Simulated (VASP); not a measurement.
# Na in VASP: relaxation of the atoms with PBE

Aim: the relaxation of the atoms of Na with PBE.

Everything below comes from runs of VASP 6.6.1. Logs are shortened: lines on timing, memory, paths and dates and some standing lists are left out, and cuts for length are marked.

## Step 1: The cell of the first run

The cell holds a slab with vacuum, 2 atoms: a = 3.633 Å, b = 3.633 Å, c = 16.967 Å, α = 90.00°, β = 90.00°, γ = 109.47°.

## Step 2: Relaxation of the atoms, PBE

Contents of INCAR:

```
PREC = Accurate ; ENCUT = 520
EDIFF = 1E-6 ; ISMEAR = 0
SIGMA = 0.1 ; LREAL = F
LASPH = T ; NELM = 60
ALGO = Normal ; ISIF = 2
LWAVE = F ; LCHARG = F
LDIPOL = T ; IDIPOL = 3
DIPOL = 0.5 0.5 0.500 ; GGA = PE
IBRION = 2 ; NSW = 70
EDIFFG = -0.03
```

Contents of KPOINTS:

```
Automatic mesh
0
Gamma
  8 8 1
```

Contents of POSCAR:

```
Na
1.0
    3.6332528804      0.0000000000      0.0000000000
   -1.2110842935      3.4254636660      0.0000000000
    0.0000000000      0.0000000000     16.9665385545
Na
2
Selective dynamics
Direct
    0.5000000000      0.5000000000      0.4125767892  F F F
    0.0000000000      0.0000000000      0.5874232108  T T T
```

Potentials or basis: VASP PAW PBE potentials, release 64 (Na_pv).

The run is started by

```console
$ cat potpaw_PBE.64/Na_pv/POTCAR > POTCAR
$ mpirun -np 1 vasp_std > vasp.out
```

OUTCAR:

```text
PREC = Accurate
   ENCUT = 520
   EDIFF = 1E-6
   ISMEAR = 0
   LREAL = F
   LASPH = T
   NELM = 60
   ISIF = 2
   GGA = PE
   IBRION = 2
   NSW = 70
   EDIFFG = -0.03

 ion  position               nearest neighbor table
   1  0.500  0.500  0.413-
   2  0.000  0.000  0.587-

  LATTYP: Found a base centered orthorhombic cell.
 ALAT       =     4.1953190571
 B/A-ratio  =     1.4142135624
 C/A-ratio  =     4.0441592937

  Lattice vectors:

 A1 = (   3.6332528804,   0.0000000000,   0.0000000000)
 A2 = (  -1.2110842935,   3.4254636660,   0.0000000000)
 A3 = (   0.0000000000,   0.0000000000,  16.9665385545)

Analysis of symmetry for initial positions (statically):
=====================================================================
 Subroutine PRICEL returns:
 Original cell was already a primitive cell.

 Routine SETGRP: Setting up the symmetry group for a
 base centered orthorhombic supercell.

 Subroutine GETGRP returns: Found  8 space group operations
 (whereof  4 operations were pure point group operations)
 out of a pool of  8 trial point group operations.

The static configuration has the point symmetry C_2v.
 The point group associated with its full space group is D_2h.

Analysis of symmetry for dynamics (positions and initial velocities):
=====================================================================
 Subroutine PRICEL returns:
 Original cell was already a primitive cell.

 Routine SETGRP: Setting up the symmetry group for a
 base centered orthorhombic supercell.

 Subroutine GETGRP returns: Found  8 space group operations
 (whereof  4 operations were pure point group operations)
 out of a pool of  8 trial point group operations.

The dynamic configuration has the point symmetry C_2v.
 The point group associated with its full space group is D_2h.

Analysis of constrained symmetry for selective dynamics:
=====================================================================
 Subroutine PRICEL returns:
 Original cell was already a primitive cell.

 Routine SETGRP: Setting up the symmetry group for a
 base centered orthorhombic supercell.

 Subroutine GETGRP returns: Found  4 space group operations
 (whereof  4 operations were pure point group operations)
 out of a pool of  8 trial point group operations.

The constrained configuration has the point symmetry C_2v.

 Subroutine INISYM returns: Found  4 space group operations
 (whereof  4 operations are pure point group operations),
 and found     1 'primitive' translations

----------------------------------------------------------------------------------------

                                     Primitive cell

  volume of cell :     211.1583

  direct lattice vectors                    reciprocal lattice vectors
     3.633252880  0.000000000  0.000000000     0.275235452  0.097310427  0.000000000
    -1.211084293  3.425463666  0.000000000     0.000000000  0.291931282  0.000000000
     0.000000000  0.000000000 16.966538555     0.000000000  0.000000000  0.058939541

  length of vectors
     3.633252880  3.633252880 16.966538555     0.291931282  0.291931282  0.058939541

  position of ions in fractional coordinates (direct lattice)
     0.500000000  0.500000000  0.412576789
     0.000000000  0.000000000  0.587423211

  ion indices of the primitive-cell ions
   primitive index   ion index
                 1           1
                 2           2

----------------------------------------------------------------------------------------

 KPOINTS: Automatic mesh

Automatic generation of k-mesh.
 Grid dimensions read from file:
 generate k-points for:    8    8    1

 Generating k-lattice:

  Cartesian coordinates                     Fractional coordinates (reciprocal lattice)
     0.034404432  0.012163803  0.000000000     0.125000000  0.000000000  0.000000000
     0.000000000  0.036491410  0.000000000     0.000000000  0.125000000  0.000000000
     0.000000000  0.000000000  0.058939541     0.000000000  0.000000000  1.000000000

  Length of vectors
     0.036491410  0.036491410  0.058939541

  Shift w.r.t. Gamma in fractional coordinates (k-lattice)
     0.000000000  0.000000000  0.000000000

 Subroutine IBZKPT returns following result:
 ===========================================

 Found     21 irreducible k-points:

 Following reciprocal coordinates:
            Coordinates               Weight
  0.000000  0.000000  0.000000      1.000000
  0.125000  0.000000  0.000000      4.000000
  0.250000  0.000000  0.000000      4.000000
  0.375000  0.000000  0.000000      4.000000
  0.500000  0.000000  0.000000      2.000000
  0.125000  0.125000  0.000000      2.000000
[... 13 lines left out ...]
 -0.375000  0.375000  0.000000      2.000000
  0.500000  0.500000  0.000000      1.000000
   k-points           NKPTS =     21   k-points in BZ     NKDIM =     21   number of bands    NBANDS=     11
   number of dos      NEDOS =    301   number of ions     NIONS =      2
   total plane-waves  NPLWV =  98784
   dimension x,y,z NGX =    28 NGY =   28 NGZ =  126
   dimension x,y,z NGXF=    56 NGYF=   56 NGZF=  252
   ions per type =               2
   NGX,Y,Z   is equivalent  to a cutoff of  12.81, 12.81, 12.35 a.u.
   NGXF,Y,Z  is equivalent  to a cutoff of  25.62, 25.62, 24.69 a.u.
 SYSTEM =  unknown system
   PREC   = accura    normal or accurate (medium, high low for compatibility)
   ISTART =      0    job   : 0-new  1-cont  2-samecut
   ICHARG =      2    charge: 1-file 2-atom 10-const
   ISPIN  =      1    spin polarized calculation?
   LNONCOLLINEAR =      F non collinear calculations
   LSORBIT =      F    spin-orbit coupling
   LASPH  =      T    aspherical Exc in radial PAW
   ENCUT  =  520.0 eV  38.22 Ry    6.18 a.u.   6.76  6.76 31.55*2*pi/ulx,y,z
   NELM   =     60;   NELMIN=  2; NELMDL= -5     # of ELM steps
   EDIFF  = 0.1E-05   stopping-criterion for ELM
   LREAL  =      F    real-space projection
   EDIFFG = -.3E-01   stopping-criterion for IOM
   NSW    =     70    number of steps for IOM
   IBRION =      2    ionic relax: 0-MD 1-quasi-New 2-CG
   NFREE  =      1    steps in history (QN), initial steepest desc. (CG)
   ISIF   =      2    stress and relaxation
   ISYM   =      2    0-nonsym 1-usesym 2-fastsym
   POTIM  = 0.5000    time-step for ionic-motion
   TEBEG  =    0.0;   TEEND  =   0.0 temperature during run
   PSTRESS=    0.0 pullay stress
   NELECT =      14.0000    total number of electrons
   NUPDOWN=      -1.0000    fix difference up-down
   EMIN   =  10.00;   EMAX   =-10.00  energy-range for DOS
   EFERMI =   0.00;   METHOD = LEGACY
   ISMEAR =     0;   SIGMA  =   0.10  broadening in eV -4-tet -1-fermi 0-gaus
   EFERMI_NEDOS =   21; number of points for ismear=-14 and -15
   IALGO  =     38    algorithm
   IMIX   =      4    mixing-type and parameters
     AMIX     =   0.40;   BMIX     =  1.00
     AMIX_MAG =   1.60;   BMIX_MAG =  1.00
  volume/ion in A,a.u.               =     105.58       712.48
  Fermi-wavevector in a.u.,A,eV,Ry     =   0.662595  1.252123  5.973393  0.439032
  Thomas-Fermi vector in A             =   1.735713
   LORBIT       =      0    0 simple, 1 ext, 2 COOP (PROOUT), +10 PAW based schemes
   GGA     = PE    functional components
   LHFCALC =     F    Hartree Fock is set to
   AEXX    =    0.0000 exact exchange contribution
   IVDW    =     0    specifies the selected vdW correction
   LEPSILON=     F    determine dielectric tensor
   LRPA    =     F    only Hartree local field effects (RPA)
 conjugate gradient relaxation of ions
 non-spin polarized calculation
 Gauss-broadening in eV      SIGMA  =   0.10
  energy-cutoff  :      520.00
  volume of cell :      211.16
 maximum number of plane-waves:      5716
   NGX = 13   NGY = 13   NGZ = 63

 dipolmoment           0.000000      0.000000     -0.000004 electrons x Angstroem

 number of electron      14.0000007 magnetization

 dipolmoment           0.000000      0.000000      0.000001 electrons x Angstroem

 Free energy of the ion-electron system (eV)
  ---------------------------------------------------
  ext. energy  EPLUGINS =         0.00000000
  ---------------------------------------------------
  free energy    TOTEN  =        -2.30451167 eV

  energy without entropy =       -2.29775487  energy(sigma->0) =       -2.30113327

 E-fermi :  -1.6388     XC(G=0):  -3.1313

 val. band max:       -1.7576733612   @ k =  -0.2500   0.2500   0.0000
 cond. band min:      -1.6038896641   @ k =   0.5000   0.1250   0.0000
 fundamental gap:      0.1537836972
 Fermi energy:        -1.6388254658

 k-point     1 :       0.0000    0.0000    0.0000
  band No.  band energies     occupation
      1     -26.8669      2.00000
      2     -26.8492      2.00000
      3     -26.8354      2.00000
      4     -26.8311      2.00000
      5     -26.8311      2.00000
      6     -26.8294      2.00000
      7      -4.4725      2.00000
      8      -2.8321      2.00000
      9      -0.9852      0.00000
     10       0.7387      0.00000
     11       1.0836      0.00000

 k-point     2 :       0.1250    0.0000    0.0000
  band No.  band energies     occupation
      1     -26.8660      2.00000
      2     -26.8500      2.00000
      3     -26.8372      2.00000
      4     -26.8344      2.00000
      5     -26.8325      2.00000
      6     -26.8302      2.00000
      7      -4.2668      2.00000
      8      -2.6289      2.00000
      9      -0.7931      0.00000
     10       0.9360      0.00000
     11       1.2819      0.00000
[... 253 lines left out ...]
 k-point    21 :       0.5000    0.5000    0.0000
  band No.  band energies     occupation
      1     -26.8644      2.00000
      2     -26.8596      2.00000
      3     -26.8595      2.00000
      4     -26.8488      2.00000
      5     -26.8468      2.00000
      6     -26.8420      2.00000
      7      -0.4914      0.00000
      8       0.0621      0.00000
      9       1.0718      0.00000
     10       1.6335      0.00000
     11       3.0322      0.00000

------------------------ aborting loop because EDIFF is reached ----------------------------------------

 vacuum level on the upper side and lower side of the slab       (xc-potential included)        -0.181        -0.181

  FORCE on cell =-STRESS in cart. coord.  units (eV):
  Direction    XX          YY          ZZ          XY          YZ          ZX
  --------------------------------------------------------------------------------------
  -------------------------------------------------------------------------------------
  Total       -0.2182873     -0.2843121      0.0236981     -0.0933732      0.0000000      0.0000000
  in kB       -1.6562684     -2.1572361      0.1798111     -0.7084753      0.0000000      0.0000000
  external PRESSURE =      -1.2112311 kB  Pullay stress =       0.0000000 kB

 VOLUME and BASIS-vectors are now :
 -----------------------------------------------------------------------------
  energy-cutoff  :      520.00
  volume of cell :      211.16
      direct lattice vectors                 reciprocal lattice vectors
     3.633252880  0.000000000  0.000000000     0.275235452  0.097310427  0.000000000
    -1.211084293  3.425463666  0.000000000     0.000000000  0.291931282  0.000000000
     0.000000000  0.000000000 16.966538555     0.000000000  0.000000000  0.058939541

 POSITION                                       TOTAL-FORCE (eV/Angst)
 -----------------------------------------------------------------------------------
      1.21108      1.71273      7.00000         0.000000      0.000000     -0.008926
      0.00000      0.00000      9.96654         0.000000      0.000000      0.008926
 -----------------------------------------------------------------------------------
    total drift:                                0.000000     -0.000000      0.000092

  FREE ENERGIE OF THE ION-ELECTRON SYSTEM (eV)
  ---------------------------------------------------
  free  energy   TOTEN  =        -2.3045116744 eV

  energy  without entropy=       -2.2977548726  energy(sigma->0) =       -2.30113327

 reached required accuracy - stopping structural energy minimisation

 vacuum level on the upper side and lower side of the slab         1.097         1.098
```

It took 80 s on 1 thread of Oxide Virtual Turin-like, shared host; peak memory 0.27 GiB.

Results:

```
Free energy            : -2.3045 eV
Band gap on the k mesh : zero (band 7 reaches -0.00 eV, above the bottom of band 8 at -2.83 eV)
```

Final structure:
```
CELL_PARAMETERS angstrom
3.63325 0.00000 0.00000
-1.21108 3.42546 0.00000
0.00000 0.00000 16.96654
ATOMIC_POSITIONS crystal
Na 0.50000 0.50000 0.41258
Na 0.00000 0.00000 0.58742
```

Levels at points of the mesh, in eV from the Fermi level:
```csv
k point,band 5,band 6,band 7,band 8,band 9,band 10
"(0.00, 0.00, 0.00)",-25.19,-25.19,-2.83,-1.19,0.65,2.38
"(0.50, 0.00, 0.00)",-25.19,-25.19,0.35,0.35,2.04,2.04
"(0.50, 0.50, 0.00)",-25.21,-25.20,1.15,1.70,2.71,3.27
```

Caveat: the relaxation stopped at its first step, so nothing moved.
